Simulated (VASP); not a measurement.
# Ba2IrWO6 (I4/m) in VASP: further runs

Runs on Ba2IrWO6. Level: PBE. Tasks: single point.

Everything below comes from runs of VASP 6.6.1. Logs are shortened: lines on timing, memory, paths and dates and some standing lists are left out, and cuts for length are marked.

## 1. The cell of the first run

Symmetry: I4/m, No. 87, tetragonal system. The conventional cell has a = 5.541 Å, b = 5.541 Å, c = 8.600 Å, α = 90.00°, β = 90.00°, γ = 90.00°. Within 3.7 Å of Ba (site symmetry -4) lie 12 O at 2.78 to 3.00 Å and 4 Ir at 3.51 Å and 4 W at 3.51 Å. Within 2.7 Å of Ir (site symmetry 4/m) lie 6 O at 2.00 to 2.41 Å. Within 2.5 Å of W (site symmetry 4/m) lie 6 O at 1.89 to 1.92 Å. O (site symmetry m) has 1 W at 1.92 Å and 1 Ir at 2.00 Å and 8 O at 2.70 to 3.13 Å and 4 Ba at 2.82 to 3.00 Å within 3.2 Å. Within 2.5 Å of O (site symmetry 4) lie 1 W at 1.89 Å and 1 Ir at 2.41 Å.

## 2. Single point, PBE

The input, INCAR:

```
SYSTEM = Ba2IrWO6
  PREC = Accurate
  ENCUT = 520
  EDIFF = 1E-6
  ISMEAR = 1
  SIGMA = 0.0863
  LREAL = .FALSE.
  LASPH = .TRUE.
  NELM = 80
  ALGO = Normal
  ISIF = 2
  LWAVE = .FALSE.
  LCHARG = .FALSE.
  GGA = PE
  NBANDS = 50
```

The input, KPOINTS:

```
Automatic mesh
0
G
  4 4 4
  0 0 0
```

The input, POSCAR:

```
Ba2IrWO6
1.0
    0.0000000000      5.5410670000      0.0000000000
    5.5410670000      0.0000000000      0.0000000000
    2.7705330000      2.7705330000     -4.3001970000
Ba Ir W O
2 1 1 6
Direct
    0.7500000000      0.2500000000      0.5000000000
    0.2500000000      0.7500000000      0.5000000000
    0.0000000000      0.0000000000      0.0000000000
    0.5000000000      0.5000000000      0.0000000000
    0.2380000000      0.2720000000      0.0000000000
    0.2720000000      0.7620000000      0.0000000000
    0.7620000000      0.7280000000      0.0000000000
    0.7280000000      0.2380000000      0.0000000000
    0.2800000000      0.2800000000      0.4400000000
    0.7200000000      0.7200000000      0.5600000000
```

Potentials or basis: VASP PAW PBE potentials, release 64 (Ba_sv, Ir, W_sv, O).

Run with:

```console
cat potpaw_PBE.64/Ba_sv/POTCAR potpaw_PBE.64/Ir/POTCAR potpaw_PBE.64/W_sv/POTCAR potpaw_PBE.64/O/POTCAR > POTCAR
mpirun -np 1 vasp_std > vasp.out
```

OUTCAR:

```text
SYSTEM = Ba2IrWO6
   PREC = Accurate
   ENCUT = 520
   EDIFF = 1E-6
   ISMEAR = 1
   LREAL = .FALSE.
   LASPH = .TRUE.
   NELM = 80
   ISIF = 2
   GGA = PE

 ion  position               nearest neighbor table
   1  0.750  0.250  0.500-   9 2.78  10 2.78   9 2.78  10 2.78   8 2.82   7 2.82   5 2.82   6 2.82
                             8 3.00   5 3.00   7 3.00   6 3.00   3 3.51   4 3.51   3 3.51   4 3.51
   2  0.250  0.750  0.500-   9 2.78  10 2.78   9 2.78  10 2.78   6 2.82   5 2.82   7 2.82   8 2.82
                             6 3.00   7 3.00   5 3.00   8 3.00   4 3.51   3 3.51   3 3.51   4 3.51
   3  0.000  0.000  0.000-   5 2.00   6 2.00   7 2.00   8 2.00  10 2.41   9 2.41   2 3.51   1 3.51
                             2 3.51   1 3.51   1 3.51   2 3.51   1 3.51   2 3.51
   4  0.500  0.500  0.000-   9 1.89  10 1.89   7 1.92   8 1.92   5 1.92   6 1.92   1 3.51   2 3.51
                             1 3.51   2 3.51   2 3.51   1 3.51   2 3.51   1 3.51
   5  0.238  0.272  0.000-   4 1.92   3 2.00   2 2.82   1 2.82   1 3.00   2 3.00
   6  0.272  0.762  0.000-   4 1.92   3 2.00   2 2.82   1 2.82   2 3.00   1 3.00
   7  0.762  0.728  0.000-   4 1.92   3 2.00   1 2.82   2 2.82   2 3.00   1 3.00
   8  0.728  0.238  0.000-   4 1.92   3 2.00   1 2.82   2 2.82   1 3.00   2 3.00
   9  0.280  0.280  0.440-   4 1.89   3 2.41   2 2.78   1 2.78   2 2.78   1 2.78
  10  0.720  0.720  0.560-   4 1.89   3 2.41   1 2.78   2 2.78   2 2.78   1 2.78

  LATTYP: Found a body centered tetragonal cell.
 ALAT       =     5.5410670000
 C/A-ratio  =     1.5521187526

  Lattice vectors:

 A1 = (  -2.7705330000,   2.7705340000,   4.3001970000)
 A2 = (   2.7705340000,  -2.7705330000,   4.3001970000)
 A3 = (   2.7705330000,   2.7705330000,  -4.3001970000)

Analysis of symmetry for initial positions (statically):
=====================================================================
 Subroutine PRICEL returns:
 Original cell was already a primitive cell.

 Routine SETGRP: Setting up the symmetry group for a
 body centered tetragonal supercell.

 Subroutine GETGRP returns: Found  8 space group operations
 (whereof  8 operations were pure point group operations)
 out of a pool of 16 trial point group operations.

The static configuration has the point symmetry C_4h.

Analysis of symmetry for dynamics (positions and initial velocities):
=====================================================================
 Subroutine PRICEL returns:
 Original cell was already a primitive cell.

 Routine SETGRP: Setting up the symmetry group for a
 body centered tetragonal supercell.

 Subroutine GETGRP returns: Found  8 space group operations
 (whereof  8 operations were pure point group operations)
 out of a pool of 16 trial point group operations.

The dynamic configuration has the point symmetry C_4h.

 Subroutine INISYM returns: Found  8 space group operations
 (whereof  8 operations are pure point group operations),
 and found     1 'primitive' translations

----------------------------------------------------------------------------------------

                                     Primitive cell

  volume of cell :     132.0308

  direct lattice vectors                    reciprocal lattice vectors
     0.000000000  5.541067000  0.000000000     0.000000000  0.180470657  0.116273722
     5.541067000  0.000000000  0.000000000     0.180470657  0.000000000  0.116273722
     2.770533000  2.770533000 -4.300197000     0.000000000  0.000000000 -0.232547486

  length of vectors
     5.541067000  5.541067000  5.817508096     0.214684038  0.214684038  0.232547486

  position of ions in fractional coordinates (direct lattice)
     0.750000000  0.250000000  0.500000000
     0.250000000  0.750000000  0.500000000
     0.000000000  0.000000000  0.000000000
     0.500000000  0.500000000  0.000000000
     0.238000000  0.272000000  0.000000000
     0.272000000  0.762000000  0.000000000
     0.762000000  0.728000000  0.000000000
     0.728000000  0.238000000  0.000000000
     0.280000000  0.280000000  0.440000000
     0.720000000  0.720000000  0.560000000

  ion indices of the primitive-cell ions
   primitive index   ion index
                 1           1
                 2           2
                 3           3
                 4           4
                 5           5
                 6           6
                 7           7
                 8           8
                 9           9
                10          10

----------------------------------------------------------------------------------------

 KPOINTS: Automatic mesh

Automatic generation of k-mesh.
 Grid dimensions read from file:
 generate k-points for:    4    4    4

 Generating k-lattice:

  Cartesian coordinates                     Fractional coordinates (reciprocal lattice)
     0.000000000  0.045117664  0.029068430     0.250000000  0.000000000  0.000000000
     0.045117664  0.000000000  0.029068430     0.000000000  0.250000000  0.000000000
     0.000000000  0.000000000 -0.058136871     0.000000000  0.000000000  0.250000000

  Length of vectors
     0.053671010  0.053671010  0.058136871

  Shift w.r.t. Gamma in fractional coordinates (k-lattice)
     0.000000000  0.000000000  0.000000000

 Subroutine IBZKPT returns following result:
 ===========================================

 Found     14 irreducible k-points:

 Following reciprocal coordinates:
            Coordinates               Weight
  0.000000  0.000000  0.000000      1.000000
  0.250000  0.000000 -0.000000      8.000000
  0.500000  0.000000 -0.000000      4.000000
  0.250000  0.250000 -0.000000      8.000000
  0.500000  0.250000  0.000000      8.000000
 -0.250000  0.500000 -0.000000      8.000000
 -0.250000  0.250000  0.000000      4.000000
  0.500000  0.500000 -0.000000      2.000000
  0.000000  0.000000  0.250000      2.000000
  0.500000  0.000000  0.250000      4.000000
 -0.250000  0.000000  0.250000      8.000000
  0.500000  0.500000  0.250000      2.000000
 -0.250000 -0.250000  0.250000      4.000000
  0.000000  0.000000  0.500000      1.000000
   k-points           NKPTS =     14   k-points in BZ     NKDIM =     14   number of bands    NBANDS=     50
   number of dos      NEDOS =    301   number of ions     NIONS =     10
   total plane-waves  NPLWV =  84672
   dimension x,y,z NGX =    42 NGY =   42 NGZ =   48
   dimension x,y,z NGXF=    84 NGYF=   84 NGZF=   96
   ions per type =               2   1   1   6
   NGX,Y,Z   is equivalent  to a cutoff of  12.60, 12.60, 13.72 a.u.
   NGXF,Y,Z  is equivalent  to a cutoff of  25.20, 25.20, 27.43 a.u.
 SYSTEM =  Ba2IrWO6
   PREC   = accura    normal or accurate (medium, high low for compatibility)
   ISTART =      0    job   : 0-new  1-cont  2-samecut
   ICHARG =      2    charge: 1-file 2-atom 10-const
   ISPIN  =      1    spin polarized calculation?
   LNONCOLLINEAR =      F non collinear calculations
   LSORBIT =      F    spin-orbit coupling
   LASPH  =      T    aspherical Exc in radial PAW
   ENCUT  =  520.0 eV  38.22 Ry    6.18 a.u.  10.30 10.30 10.82*2*pi/ulx,y,z
   NELM   =     80;   NELMIN=  2; NELMDL= -5     # of ELM steps
   EDIFF  = 0.1E-05   stopping-criterion for ELM
   LREAL  =      F    real-space projection
   EDIFFG = 0.1E-04   stopping-criterion for IOM
   NSW    =      0    number of steps for IOM
   IBRION =     -1    ionic relax: 0-MD 1-quasi-New 2-CG
   NFREE  =      0    steps in history (QN), initial steepest desc. (CG)
   ISIF   =      2    stress and relaxation
   ISYM   =      2    0-nonsym 1-usesym 2-fastsym
   POTIM  = 0.5000    time-step for ionic-motion
   TEBEG  =    0.0;   TEEND  =   0.0 temperature during run
   PSTRESS=    0.0 pullay stress
   NELECT =      79.0000    total number of electrons
   NUPDOWN=      -1.0000    fix difference up-down
   EMIN   =  10.00;   EMAX   =-10.00  energy-range for DOS
   EFERMI =   0.00;   METHOD = LEGACY
   ISMEAR =     1;   SIGMA  =   0.09  broadening in eV -4-tet -1-fermi 0-gaus
   EFERMI_NEDOS =   21; number of points for ismear=-14 and -15
   IALGO  =     38    algorithm
   IMIX   =      4    mixing-type and parameters
     AMIX     =   0.40;   BMIX     =  1.00
     AMIX_MAG =   1.60;   BMIX_MAG =  1.00
  volume/ion in A,a.u.               =      13.20        89.10
  Fermi-wavevector in a.u.,A,eV,Ry     =   1.379512  2.606900 25.892612  1.903053
  Thomas-Fermi vector in A             =   2.504475
   LORBIT       =      0    0 simple, 1 ext, 2 COOP (PROOUT), +10 PAW based schemes
   GGA     = PE    functional components
   LHFCALC =     F    Hartree Fock is set to
   AEXX    =    0.0000 exact exchange contribution
   IVDW    =     0    specifies the selected vdW correction
   LEPSILON=     F    determine dielectric tensor
   LRPA    =     F    only Hartree local field effects (RPA)
 non-spin polarized calculation
 Methfessel and Paxton  Order N= 1 SIGMA  =   0.09
  energy-cutoff  :      520.00
  volume of cell :      132.03
 maximum number of plane-waves:      3580
 NGX is ok and might be reduce to    42
   NGX = 21   NGY = 21   NGZ = 21

 number of electron      79.0000010 magnetization

 Free energy of the ion-electron system (eV)
  ---------------------------------------------------
  ext. energy  EPLUGINS =         0.00000000
  ---------------------------------------------------
  free energy    TOTEN  =       -75.26620831 eV

  energy without entropy =      -75.25946383  energy(sigma->0) =      -75.26396015

 E-fermi :   6.7046     XC(G=0): -11.4498

 val. band max:        6.6967435416   @ k =  -0.2500   0.5000  -0.0000
 cond. band min:       6.7814049098   @ k =  -0.2500   0.0000   0.2500
 fundamental gap:      0.0846613682
 Fermi energy:         6.7045898546

 k-point     1 :       0.0000    0.0000    0.0000
  band No.  band energies     occupation
      1     -70.0713      2.00000
      2     -34.3909      2.00000
      3     -34.3909      2.00000
      4     -34.3625      2.00000
      5     -21.2215      2.00000
      6     -20.9667      2.00000
[... 42 lines left out ...]
     49      10.2683      0.00000
     50      10.4146      0.00000
[... 687 lines left out ...]
     49      12.0440      0.00000
     50      12.4996      0.00000

------------------------ aborting loop because EDIFF is reached ----------------------------------------

  FORCE on cell =-STRESS in cart. coord.  units (eV):
  Direction    XX          YY          ZZ          XY          YZ          ZX
  --------------------------------------------------------------------------------------
  -------------------------------------------------------------------------------------
  Total       11.2893741     11.2893741     14.0260085      0.0000004      0.0000016      0.0000016
  in kB      136.9951816    136.9951816    170.2039077      0.0000051      0.0000198      0.0000198
  external PRESSURE =     148.0647570 kB  Pullay stress =       0.0000000 kB

 VOLUME and BASIS-vectors are now :
 -----------------------------------------------------------------------------
  energy-cutoff  :      520.00
  volume of cell :      132.03
      direct lattice vectors                 reciprocal lattice vectors
     0.000000000  5.541067000  0.000000000     0.000000000  0.180470657  0.116273722
     5.541067000  0.000000000  0.000000000     0.180470657  0.000000000  0.116273722
     2.770533000  2.770533000 -4.300197000     0.000000000  0.000000000 -0.232547486

 POSITION                                       TOTAL-FORCE (eV/Angst)
 -----------------------------------------------------------------------------------
      2.77053      5.54107     -2.15010        -0.000000      0.000000      0.000000
      5.54107      2.77053     -2.15010        -0.000000      0.000000      0.000000
      0.00000      0.00000      0.00000        -0.000000      0.000000      0.000000
      2.77053      2.77053      0.00000        -0.000000      0.000000      0.000000
      1.50717      1.31877      0.00000         0.170268      0.179928      0.000000
      4.22229      1.50717      0.00000        -0.179928      0.170268      0.000000
      4.03390      4.22229      0.00000        -0.170268     -0.179928     -0.000000
      1.31877      4.03390      0.00000         0.179928     -0.170268     -0.000000
      2.77053      2.77053     -1.89209        -0.000000     -0.000000     -1.365993
      5.54107      5.54107     -2.40811         0.000000      0.000000      1.365993
 -----------------------------------------------------------------------------------
    total drift:                                0.000000      0.000000      0.000000

  FREE ENERGIE OF THE ION-ELECTRON SYSTEM (eV)
  ---------------------------------------------------
  free  energy   TOTEN  =       -75.2662083138 eV

  energy  without entropy=      -75.2594638267  energy(sigma->0) =      -75.26396015
```

Wall time 3.5 min (1 thread of AMD EPYC 9755, shared host); peak memory 0.28 GiB.

Results:

```yaml
Free_energy: -75.2662 eV
Pressure: 14.8 GPa
Largest_force: 1.366 eV/Å
Band_gap_on_the_k_mesh: zero (an odd number of electrons rules out a gap without spin polarisation)
```

Forces in eV/Å, atoms in the order of the input:
```
Ba   0.000  0.000  0.000
Ba   0.000  0.000  0.000
Ir   0.000  0.000  0.000
W    0.000  0.000  0.000
O    0.170  0.180  0.000
O   -0.180  0.170  0.000
O   -0.170 -0.180  0.000
O    0.180 -0.170  0.000
O    0.000  0.000 -1.366
O    0.000  0.000  1.366
```

Levels at points of the mesh, in eV from the Fermi level:
```
           k point  band 36  band 37  band 38  band 39  band 40  band 41  band 42  band 43  band 44  band 45
(0.00, 0.00, 0.00)    -3.23    -2.72    -2.08    -2.08    -0.67     0.77     1.59     1.65     1.65     1.86
(0.50, 0.00, 0.00)    -3.52    -1.31    -1.19    -0.98     0.53     0.67     0.78     0.92     3.02     4.11
(0.50, 0.50, 0.00)    -3.81    -2.10    -0.91    -0.60    -0.44     1.14     1.29     1.43     1.64     3.29
(0.00, 0.00, 0.50)    -3.20    -2.64    -0.92    -0.92    -0.39     0.74     1.49     1.49     1.62     3.08
```

Caveat: the cell stands under pressure; spin-orbit coupling is left out, which moves the levels of the heavy elements; an odd number of electrons without spin polarisation forces a metal; a magnetic or distorted state may lie lower.

## 3. Single point, PBE

The input, INCAR:

```
SYSTEM = Ba2IrWO6
PREC     = Accurate       ! precision mode
ENCUT    = 520            ! plane-wave cutoff, eV
EDIFF    = 1E-7           ! SCF threshold, eV
ISMEAR   = -4             ! smearing method
SIGMA    = 0.1            ! smearing width, eV
LREAL    = .False.        ! projectors in reciprocal space
LASPH    = .True.         ! aspherical terms in the spheres
NELM     = 100            ! most SCF steps
ALGO     = Normal         ! electronic algorithm
ISIF     = 2              ! what is computed and relaxed
LWAVE    = .False.        ! write WAVECAR
LCHARG   = .False.        ! write CHGCAR
GGA      = PE             ! functional
NBANDS   = 50             ! bands
```

The input, KPOINTS:

```
Automatic mesh
0
Gamma
  4 4 4
  0 0 0
```

POSCAR is that of step 2.

Potentials or basis: VASP PAW PBE potentials, release 64 (Ba_sv, Ir, W_sv, O).

Run with:

```console
cat potpaw_PBE.64/Ba_sv/POTCAR potpaw_PBE.64/Ir/POTCAR potpaw_PBE.64/W_sv/POTCAR potpaw_PBE.64/O/POTCAR > POTCAR
mpirun -np 1 vasp_std > vasp.out
```

Run time: 4.1 min. Hardware: 1 thread of AMD EPYC 9755, shared host; peak memory 0.28 GiB.

It converged, with:

```
Free energy            : -75.1749 eV
Pressure               : 14.9 GPa
Largest force          : 1.318 eV/Å
Band gap on the k mesh : zero (an odd number of electrons rules out a gap without spin polarisation)
```

Forces on the atoms (eV/Å):
```
Ba   0.000  0.000  0.000
Ba   0.000  0.000  0.000
Ir   0.000  0.000  0.000
W    0.000  0.000  0.000
O    0.171  0.175  0.000
O   -0.175  0.171  0.000
O   -0.171 -0.175  0.000
O    0.175 -0.171  0.000
O    0.000  0.000 -1.318
O    0.000  0.000  1.318
```

Stress tensor (GPa, compression positive):
```
13.77  0.00  0.00
 0.00 13.77  0.00
 0.00  0.00 17.27
```

Levels at points of the mesh, in eV from the Fermi level:
```
           k point  band 37  band 38  band 39  band 40  band 41  band 42  band 43  band 44
(0.00, 0.00, 0.00)    -2.73    -2.08    -2.08    -0.67     0.77     1.59     1.65     1.65
(0.50, 0.00, 0.00)    -1.31    -1.19    -0.99     0.54     0.67     0.79     0.92     3.01
(0.50, 0.50, 0.00)    -2.10    -0.91    -0.60    -0.44     1.14     1.28     1.43     1.64
(0.00, 0.00, 0.50)    -2.65    -0.92    -0.92    -0.39     0.73     1.49     1.49     1.61
```

Caveat: the cell stands under pressure; spin-orbit coupling is left out, which moves the levels of the heavy elements; an odd number of electrons without spin polarisation forces a metal; a magnetic or distorted state may lie lower; tetrahedron occupations give inexact forces and stress in metals.

## 4. Single point, PBE

The input, INCAR:

```
  PREC = Accurate
  ENCUT = 520
  EDIFF = 1E-6
  ISMEAR = 1
  SIGMA = 0.0863
  LREAL = F
  LASPH = T
  NELM = 80
  ALGO = Normal
  ISIF = 2
  LWAVE = F
  LCHARG = T
  GGA = PE
  LELF = T
  LVHAR = T
  NBANDS = 50
```

The input, KPOINTS:

```
Automatic mesh
0
Gamma
  4 4 4
```

POSCAR is that of step 3.

Run with:

```console
cat potpaw_PBE.64/Ba_sv/POTCAR potpaw_PBE.64/Ir/POTCAR potpaw_PBE.64/W_sv/POTCAR potpaw_PBE.64/O/POTCAR > POTCAR
mpirun -np 1 vasp_std > vasp.out
```

Wall time 4.2 min (1 thread of AMD EPYC 9755, shared host); peak memory 0.28 GiB.

Results (log left out):

```yaml
Free_energy: -75.2662 eV
Pressure: 14.8 GPa
Largest_force: 1.366 eV/Å
Band_gap_on_the_k_mesh: zero (an odd number of electrons rules out a gap without spin polarisation)
```

Forces on the atoms (eV/Å):
```
Ba   0.000  0.000  0.000
Ba   0.000  0.000  0.000
Ir   0.000  0.000  0.000
W    0.000  0.000  0.000
O    0.170  0.180  0.000
O   -0.180  0.170  0.000
O   -0.170 -0.180  0.000
O    0.180 -0.170  0.000
O    0.000  0.000 -1.366
O    0.000  0.000  1.366
```

Stress tensor (GPa, compression positive):
```
13.70  0.00  0.00
 0.00 13.70  0.00
 0.00  0.00 17.02
```

Levels at points of the mesh, in eV from the Fermi level:
```
           k point  band 38  band 39  band 40  band 41  band 42  band 43
(0.00, 0.00, 0.00)    -2.08    -2.08    -0.67     0.77     1.59     1.65
(0.50, 0.00, 0.00)    -1.19    -0.98     0.53     0.67     0.78     0.92
(0.50, 0.50, 0.00)    -0.91    -0.60    -0.44     1.14     1.29     1.43
(0.00, 0.00, 0.50)    -0.92    -0.92    -0.39     0.74     1.49     1.49
```

Caveat: the cell stands under pressure; spin-orbit coupling is left out, which moves the levels of the heavy elements; an odd number of electrons without spin polarisation forces a metal; a magnetic or distorted state may lie lower.

The gap in the log of VASP goes by the Fermi energy; the results here count the filled bands.